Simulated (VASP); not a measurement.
# Sc3Al (Pm-3m) in VASP: a series of runs, part 2 of 2

VASP 6.6.1. Earlier steps stand in the parts before.

### Step 4. Single point, r2SCAN

This run uses another cell than the first one, of 21.69 Å³/atom.

File POSCAR:

```
Sc3Al
1.0
    4.4269043427      0.0000000000      0.0000000000
    0.0000000000      4.4269043427      0.0000000000
    0.0000000000      0.0000000000      4.4269043427
Sc Al
3 1
Direct
    0.5000000000      0.0000000000      0.5000000000
    0.0000000000      0.5000000000      0.5000000000
    0.5000000000      0.5000000000      0.0000000000
    0.0000000000      0.0000000000      0.0000000000
```

File INCAR.step1:

```
  PREC = Accurate
  ENCUT = 520
  ISMEAR = 0
  SIGMA = 0.1
  LREAL = F
  LASPH = T
  NELM = 100
  NBANDS = 26
  GGA = PE
  ALGO = Normal
  EDIFF = 1E-4
  LWAVE = T
  LCHARG = F
```

File INCAR.step2:

```
  PREC = Accurate
  ENCUT = 520
  EDIFF = 1E-6
  ISMEAR = 0
  SIGMA = 0.1
  LREAL = F
  LASPH = T
  NELM = 100
  ALGO = Normal
  ISIF = 2
  LWAVE = F
  LCHARG = F
  METAGGA = R2SCAN
  LMIXTAU = T
  NBANDS = 26
  ISTART = 1
```

File KPOINTS:

```
Automatic mesh
0
Gamma
  10 10 10
```

Potentials or basis: VASP PAW PBE potentials, release 64 (Sc_sv, Al).

Command:

```sh
cat potpaw_PBE.64/Sc_sv/POTCAR potpaw_PBE.64/Al/POTCAR > POTCAR
cp INCAR.step1 INCAR
mpirun -np 1 vasp_std > vasp.out
cp INCAR.step2 INCAR
mpirun -np 1 vasp_std > vasp.out
```

OUTCAR:

```text
PREC = Accurate
   ENCUT = 520
   EDIFF = 1E-6
   ISMEAR = 0
   LREAL = F
   LASPH = T
   NELM = 100
   ISIF = 2
   METAGGA = R2SCAN
   ISTART = 1

 ion  position               nearest neighbor table
   1  0.500  0.000  0.500-   2 3.13   3 3.13   4 3.13   3 3.13   4 3.13   2 3.13   3 3.13   3 3.13
                             2 3.13   4 3.13   4 3.13   2 3.13
   2  0.000  0.500  0.500-   1 3.13   3 3.13   4 3.13   3 3.13   4 3.13   1 3.13   4 3.13   4 3.13
                             1 3.13   3 3.13   3 3.13   1 3.13
   3  0.500  0.500  0.000-   1 3.13   2 3.13   4 3.13   1 3.13   2 3.13   1 3.13   4 3.13   1 3.13
                             2 3.13   4 3.13   2 3.13   4 3.13
   4  0.000  0.000  0.000-   1 3.13   2 3.13   3 3.13   1 3.13   2 3.13   2 3.13   3 3.13   2 3.13
                             1 3.13   3 3.13   1 3.13   3 3.13

  LATTYP: Found a simple cubic cell.
 ALAT       =     4.4269043427

  Lattice vectors:

 A1 = (   4.4269043427,   0.0000000000,   0.0000000000)
 A2 = (   0.0000000000,   4.4269043427,   0.0000000000)
 A3 = (   0.0000000000,   0.0000000000,   4.4269043427)

Analysis of symmetry for initial positions (statically):
=====================================================================
 Subroutine PRICEL returns:
 Original cell was already a primitive cell.

 Routine SETGRP: Setting up the symmetry group for a
 simple cubic supercell.

 Subroutine GETGRP returns: Found 48 space group operations
 (whereof 48 operations were pure point group operations)
 out of a pool of 48 trial point group operations.

The static configuration has the point symmetry O_h .

Analysis of symmetry for dynamics (positions and initial velocities):
=====================================================================
 Subroutine PRICEL returns:
 Original cell was already a primitive cell.

 Routine SETGRP: Setting up the symmetry group for a
 simple cubic supercell.

 Subroutine GETGRP returns: Found 48 space group operations
 (whereof 48 operations were pure point group operations)
 out of a pool of 48 trial point group operations.

The dynamic configuration has the point symmetry O_h .

 Subroutine INISYM returns: Found 48 space group operations
 (whereof 48 operations are pure point group operations),
 and found     1 'primitive' translations

----------------------------------------------------------------------------------------

                                     Primitive cell

  volume of cell :      86.7562

  direct lattice vectors                    reciprocal lattice vectors
     4.426904343  0.000000000  0.000000000     0.225891486  0.000000000  0.000000000
     0.000000000  4.426904343  0.000000000     0.000000000  0.225891486  0.000000000
     0.000000000  0.000000000  4.426904343     0.000000000  0.000000000  0.225891486

  length of vectors
     4.426904343  4.426904343  4.426904343     0.225891486  0.225891486  0.225891486

  position of ions in fractional coordinates (direct lattice)
     0.500000000  0.000000000  0.500000000
     0.000000000  0.500000000  0.500000000
     0.500000000  0.500000000  0.000000000
     0.000000000  0.000000000  0.000000000
[... 28 lines left out ...]

 Subroutine IBZKPT returns following result:
 ===========================================

 Found     56 irreducible k-points:

 Following reciprocal coordinates:
            Coordinates               Weight
  0.000000  0.000000  0.000000      1.000000
  0.100000  0.000000  0.000000      6.000000
  0.200000  0.000000  0.000000      6.000000
  0.300000  0.000000  0.000000      6.000000
  0.400000  0.000000  0.000000      6.000000
  0.500000  0.000000  0.000000      3.000000
[... 16 lines left out ...]
  0.200000  0.100000  0.100000     24.000000
  0.300000  0.100000  0.100000     24.000000
 [... further k-points ...]
   k-points           NKPTS =     56   k-points in BZ     NKDIM =     56   number of bands    NBANDS=     26
   number of dos      NEDOS =    301   number of ions     NIONS =      4
   total plane-waves  NPLWV =  46656
   dimension x,y,z NGX =    36 NGY =   36 NGZ =   36
   dimension x,y,z NGXF=    72 NGYF=   72 NGZF=   72
   ions per type =               3   1
   NGX,Y,Z   is equivalent  to a cutoff of  13.52, 13.52, 13.52 a.u.
   NGXF,Y,Z  is equivalent  to a cutoff of  27.04, 27.04, 27.04 a.u.
 SYSTEM =  unknown system
   PREC   = accura    normal or accurate (medium, high low for compatibility)
   ISTART =      1    job   : 0-new  1-cont  2-samecut
   ICHARG =      0    charge: 1-file 2-atom 10-const
   ISPIN  =      1    spin polarized calculation?
   LNONCOLLINEAR =      F non collinear calculations
   LSORBIT =      F    spin-orbit coupling
   LASPH  =      T    aspherical Exc in radial PAW
   ENCUT  =  520.0 eV  38.22 Ry    6.18 a.u.   8.23  8.23  8.23*2*pi/ulx,y,z
   NELM   =    100;   NELMIN=  2; NELMDL=  0     # of ELM steps
   EDIFF  = 0.1E-05   stopping-criterion for ELM
   LREAL  =      F    real-space projection
   EDIFFG = 0.1E-04   stopping-criterion for IOM
   NSW    =      0    number of steps for IOM
   IBRION =     -1    ionic relax: 0-MD 1-quasi-New 2-CG
   NFREE  =      0    steps in history (QN), initial steepest desc. (CG)
   ISIF   =      2    stress and relaxation
   ISYM   =      2    0-nonsym 1-usesym 2-fastsym
   POTIM  = 0.5000    time-step for ionic-motion
   TEBEG  =    0.0;   TEEND  =   0.0 temperature during run
   PSTRESS=    0.0 pullay stress
   NELECT =      36.0000    total number of electrons
   NUPDOWN=      -1.0000    fix difference up-down
   EMIN   =  10.00;   EMAX   =-10.00  energy-range for DOS
   EFERMI =   0.00;   METHOD = LEGACY
   ISMEAR =     0;   SIGMA  =   0.10  broadening in eV -4-tet -1-fermi 0-gaus
   EFERMI_NEDOS =   21; number of points for ismear=-14 and -15
   IALGO  =     38    algorithm
   IMIX   =      4    mixing-type and parameters
     AMIX     =   0.40;   BMIX     =  1.00
     AMIX_MAG =   1.60;   BMIX_MAG =  1.00
  volume/ion in A,a.u.               =      21.69       146.36
  Fermi-wavevector in a.u.,A,eV,Ry     =   1.221075  2.307496 20.286602  1.491023
  Thomas-Fermi vector in A             =   2.356270
   LORBIT       =      0    0 simple, 1 ext, 2 COOP (PROOUT), +10 PAW based schemes
   METAGGA = R2SCAN    functional components
   LHFCALC =     F    Hartree Fock is set to
   AEXX    =    0.0000 exact exchange contribution
   IVDW    =     0    specifies the selected vdW correction
   LEPSILON=     F    determine dielectric tensor
   LRPA    =     F    only Hartree local field effects (RPA)
 non-spin polarized calculation
 Gauss-broadening in eV      SIGMA  =   0.10
  energy-cutoff  :      520.00
  volume of cell :       86.76
 maximum number of plane-waves:      2360
 NGX is ok and might be reduce to    36
   NGX = 17   NGY = 17   NGZ = 17

 number of electron      35.9999989 magnetization

 Free energy of the ion-electron system (eV)
  ---------------------------------------------------
  ext. energy  EPLUGINS =         0.00000000
  ---------------------------------------------------
  free energy    TOTEN  =       -41.87669380 eV

  energy without entropy =      -41.84881856  energy(sigma->0) =      -41.86275618

 E-fermi :   4.8548     XC(G=0): -10.8191

 val. band max:        4.8472829453   @ k =   0.3000   0.1000   0.1000
 cond. band min:       4.8649520626   @ k =   0.4000   0.4000   0.2000
 fundamental gap:      0.0176691172
 Fermi energy:         4.8548106862

 k-point     1 :       0.0000    0.0000    0.0000
  band No.  band energies     occupation
      1     -46.7803      2.00000
      2     -46.6777      2.00000
      3     -46.6777      2.00000
      4     -24.6207      2.00000
      5     -24.6207      2.00000
      6     -24.6207      2.00000
[... 685 lines left out ...]
     25       7.5752      0.00000
     26       7.9170      0.00000

 [... further k-points ...]

------------------------ aborting loop because EDIFF is reached ----------------------------------------

  FORCE on cell =-STRESS in cart. coord.  units (eV):
  Direction    XX          YY          ZZ          XY          YZ          ZX
  --------------------------------------------------------------------------------------
  -------------------------------------------------------------------------------------
  Total        0.0990208      0.0990208      0.0990208     -0.0000000      0.0000000      0.0000000
  in kB        1.8286756      1.8286756      1.8286756     -0.0000000      0.0000000      0.0000000
  external PRESSURE =       1.8286756 kB  Pullay stress =       0.0000000 kB

 VOLUME and BASIS-vectors are now :
 -----------------------------------------------------------------------------
  energy-cutoff  :      520.00
  volume of cell :       86.76
      direct lattice vectors                 reciprocal lattice vectors
     4.426904343  0.000000000  0.000000000     0.225891486  0.000000000  0.000000000
     0.000000000  4.426904343  0.000000000     0.000000000  0.225891486  0.000000000
     0.000000000  0.000000000  4.426904343     0.000000000  0.000000000  0.225891486

 POSITION                                       TOTAL-FORCE (eV/Angst)
 -----------------------------------------------------------------------------------
      2.21345      0.00000      2.21345         0.000000      0.000000      0.000000
      0.00000      2.21345      2.21345         0.000000      0.000000      0.000000
      2.21345      2.21345      0.00000         0.000000      0.000000      0.000000
      0.00000      0.00000      0.00000         0.000000      0.000000      0.000000
 -----------------------------------------------------------------------------------
    total drift:                                0.000000      0.000000      0.000000

  FREE ENERGIE OF THE ION-ELECTRON SYSTEM (eV)
  ---------------------------------------------------
  free  energy   TOTEN  =       -41.8766937953 eV

  energy  without entropy=      -41.8488185579  energy(sigma->0) =      -41.86275618
```

Wall time 21 min (1 thread of Intel Xeon 8259CL, shared host); peak memory 0.25 GiB.

Results:

```yaml
Free_energy: -41.8767 eV
Pressure: 0.2 GPa
Band_gap_on_the_k_mesh: zero (bands 18 and 19 overlap by 1.65 eV)
```

Levels at points of the mesh, in eV from the Fermi level:
```
           k point  band 16  band 17  band 18  band 19  band 20  band 21
(0.00, 0.00, 0.00)    -1.08    -0.43    -0.43    -0.43     0.46     0.46
(0.50, 0.00, 0.00)    -0.95    -0.95     0.14     0.15     0.86     0.86
(0.50, 0.50, 0.00)    -1.79    -1.09     0.20     0.53     0.53     1.14
(0.50, 0.50, 0.50)    -1.57    -1.44    -1.44    -1.44     0.16     1.59
```

Caveat: the PAW data sets were made with another functional, which shifts forces and pressure a little.

### Step 5. Single point, r2SCAN (22.34 Å³/atom)

This run uses another cell than the first one, of 22.34 Å³/atom.

File POSCAR:

```
Sc3Al
1.0
    4.4707379295      0.0000000000      0.0000000000
    0.0000000000      4.4707379295      0.0000000000
    0.0000000000      0.0000000000      4.4707379295
Sc Al
3 1
Direct
    0.5000000000      0.0000000000      0.5000000000
    0.0000000000      0.5000000000      0.5000000000
    0.5000000000      0.5000000000      0.0000000000
    0.0000000000      0.0000000000      0.0000000000
```

File INCAR.step1:

```
SYSTEM = Sc3Al
PREC = Accurate
ENCUT = 520
ISMEAR = 0
SIGMA = 0.1
LREAL = .FALSE.
LASPH = .TRUE.
NELM = 80
NBANDS = 26
GGA = PE
ALGO = Normal
EDIFF = 1E-4
LWAVE = .TRUE.
LCHARG = .FALSE.
```

File INCAR.step2:

```
SYSTEM = Sc3Al
PREC = Accurate
ENCUT = 520
EDIFF = 1E-6
ISMEAR = 0
SIGMA = 0.1
LREAL = .FALSE.
LASPH = .TRUE.
NELM = 80
ALGO = Normal
ISIF = 2
LWAVE = .FALSE.
LCHARG = .FALSE.
METAGGA = R2SCAN
LMIXTAU = .TRUE.
NBANDS = 26
ISTART = 1
```

File KPOINTS:

```
Automatic mesh
0
G
  10 10 10
  0 0 0
```

Command:

```sh
cat potpaw_PBE.64/Sc_sv/POTCAR potpaw_PBE.64/Al/POTCAR > POTCAR
cp INCAR.step1 INCAR
mpirun -np 1 vasp_std > vasp.out
cp INCAR.step2 INCAR
mpirun -np 1 vasp_std > vasp.out
```

Wall time 20 min (1 thread of Intel Xeon 8259CL, shared host); peak memory 0.26 GiB.

It converged, with:

- Free energy: -41.8652 eV
- Pressure: -1.7 GPa
- Band gap on the k mesh: zero (bands 18 and 19 overlap by 1.65 eV)

Levels at points of the mesh, in eV from the Fermi level:
```tsv
k point	band 16	band 17	band 18	band 19	band 20	band 21
(0.00, 0.00, 0.00)	-1.03	-0.40	-0.40	-0.40	0.40	0.40
(0.50, 0.00, 0.00)	-0.93	-0.93	0.15	0.16	0.82	0.82
(0.50, 0.50, 0.00)	-1.82	-1.05	0.19	0.53	0.53	1.11
(0.50, 0.50, 0.50)	-1.55	-1.45	-1.45	-1.45	0.09	1.55
```

Caveat: the PAW data sets were made with another functional, which shifts forces and pressure a little.

### Step 6. Single point, r2SCAN (22.99 Å³/atom)

This run uses another cell than the first one, of 22.99 Å³/atom.

File POSCAR:

```
Sc3Al
1.0
    4.5137284315      0.0000000000      0.0000000000
    0.0000000000      4.5137284315      0.0000000000
    0.0000000000      0.0000000000      4.5137284315
Sc Al
3 1
Direct
    0.5000000000      0.0000000000      0.5000000000
    0.0000000000      0.5000000000      0.5000000000
    0.5000000000      0.5000000000      0.0000000000
    0.0000000000      0.0000000000      0.0000000000
```

File INCAR.step1:

```
PREC     = Accurate       # precision mode
ENCUT    = 520            # plane-wave cutoff, eV
ISMEAR   = 0              # smearing method
SIGMA    = 0.1            # smearing width, eV
LREAL    = False          # projectors in reciprocal space
LASPH    = True           # aspherical terms in the spheres
NELM     = 100            # most SCF steps
NBANDS   = 26             # bands
GGA      = PE             # functional
ALGO     = Normal         # electronic algorithm
EDIFF    = 1E-4           # SCF threshold, eV
LWAVE    = True           # write WAVECAR
LCHARG   = False          # write CHGCAR
```

File INCAR.step2:

```
PREC     = Accurate       # precision mode
ENCUT    = 520            # plane-wave cutoff, eV
EDIFF    = 1E-6           # SCF threshold, eV
ISMEAR   = 0              # smearing method
SIGMA    = 0.1            # smearing width, eV
LREAL    = False          # projectors in reciprocal space
LASPH    = True           # aspherical terms in the spheres
NELM     = 100            # most SCF steps
ALGO     = Normal         # electronic algorithm
ISIF     = 2              # what is computed and relaxed
LWAVE    = False          # write WAVECAR
LCHARG   = False          # write CHGCAR
METAGGA  = R2SCAN         # meta-GGA
LMIXTAU  = True         
NBANDS   = 26             # bands
ISTART   = 1
```

File KPOINTS:

```
regular mesh
0
Gamma
  10 10 10
```

Potentials or basis: VASP PAW PBE potentials, release 64 (Sc_sv, Al).

Command:

```sh
cat potpaw_PBE.64/Sc_sv/POTCAR potpaw_PBE.64/Al/POTCAR > POTCAR
cp INCAR.step1 INCAR
mpirun -np 1 vasp_std > vasp.out
cp INCAR.step2 INCAR
mpirun -np 1 vasp_std > vasp.out
```

Wall time 22 min (1 thread of Intel Xeon 8259CL, shared host); peak memory 0.26 GiB.

It converged, with:

* Free energy: -41.8259 eV
* Pressure: -3.3 GPa
* Band gap on the k mesh: zero (bands 18 and 19 overlap by 1.64 eV)

Levels at points of the mesh, in eV from the Fermi level:
| k point | band 15 | band 16 | band 17 | band 18 | band 19 | band 20 | band 21 | band 22 |
| --- | --- | --- | --- | --- | --- | --- | --- | --- |
| (0.00, 0.00, 0.00) | -0.99 | -0.99 | -0.36 | -0.36 | -0.36 | 0.36 | 0.36 | 0.36 |
| (0.50, 0.00, 0.00) | -1.39 | -0.90 | -0.90 | 0.17 | 0.17 | 0.79 | 0.79 | 1.55 |
| (0.50, 0.50, 0.00) | -3.04 | -1.84 | -1.00 | 0.18 | 0.53 | 0.53 | 1.08 | 1.08 |
| (0.50, 0.50, 0.50) | -1.53 | -1.53 | -1.45 | -1.45 | -1.45 | 0.02 | 1.51 | 1.51 |

Caveat: the cell stands under tension; the PAW data sets were made with another functional, which shifts forces and pressure a little.

### Step 7. Overview

```csv
cell,gap on the mesh (eV),pressure (GPa)
"a = 4.337 Å, 4 atoms",none,4.7
"a = 4.382 Å, 4 atoms",none,2.3
"a = 4.427 Å, 4 atoms",none,0.2
"a = 4.471 Å, 4 atoms",none,-1.7
"a = 4.514 Å, 4 atoms",none,-3.3
```

Alike in all rows: task single point; level r2SCAN; potentials or basis VASP PAW PBE potentials, release 64 (Sc_sv, Al); no spin polarisation; k mesh 10 × 10 × 10; cutoff (eV) 520; smearing gaussian 0.1 eV.

Caveats: the PAW data sets were made with another functional, which shifts forces and pressure a little; the cell stands under pressure (at least some runs); the cell stands under tension (at least some runs).

Total energies depend on the potentials used, so only differences within one code and one set of settings carry meaning.

The gap in the log of VASP goes by the Fermi energy; the results here count the filled bands.